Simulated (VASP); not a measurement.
**Pd3Cl: single point with PBE**

Crystal: Pd3Cl.

```
Pd Cl
1.0
     4.06331    0.00000    0.00000
     0.00000    4.06331    0.00000
     0.00000    0.00000    4.06331
Pd Cl
3 1
Direct
  0.00000 0.50000 0.50000
  0.50000 0.00000 0.50000
  0.50000 0.50000 0.00000
  0.00000 0.00000 0.00000
```

- Program: VASP 6.6.1
- Task: single point
- Functional: PBE
- Potentials or basis: VASP PAW PBE potentials, release 64 (Pd, Cl)
- Cutoff: 520 eV
- k mesh: 4 × 4 × 4
- Occupations: gaussian, width 0.1 eV
- Spin: no spin polarisation
- Dipole correction: no
- Further INCAR settings: ALGO = Normal; EDIFF = 1e-07; NBANDS = 26

```yaml
Pressure: -1.9 GPa
Band_gap_on_the_k_mesh: zero (an odd number of electrons rules out a gap without spin polarisation)
```

Levels at points of the mesh, in eV from the Fermi level:
```
           k point  band 14  band 15  band 16  band 17  band 18  band 19  band 20  band 21  band 22  band 23
(0.00, 0.00, 0.00)    -1.26    -0.47    -0.47     0.16     0.40     0.40     0.40     6.30     6.30     6.30
(0.50, 0.00, 0.00)    -1.49    -0.87    -0.37    -0.19    -0.19     0.01     0.40     2.13     6.17     6.17
(0.50, 0.50, 0.00)    -1.34    -0.88    -0.72    -0.44    -0.06    -0.06     0.20     3.36     4.88     4.88
(0.50, 0.50, 0.50)    -1.33    -0.85    -0.85     0.16     0.16     0.16     1.20     4.90     4.90     4.90
```

It took 15 s on 1 thread of Oxide Virtual Turin-like Processor (shared host), peak memory 0.14 GiB.

Caveat: the k points lie up to 0.39 Å⁻¹ apart, too coarse for converged energies and pressures of a metal; an odd number of electrons without spin polarisation forces a metal; a magnetic or distorted state may lie lower.
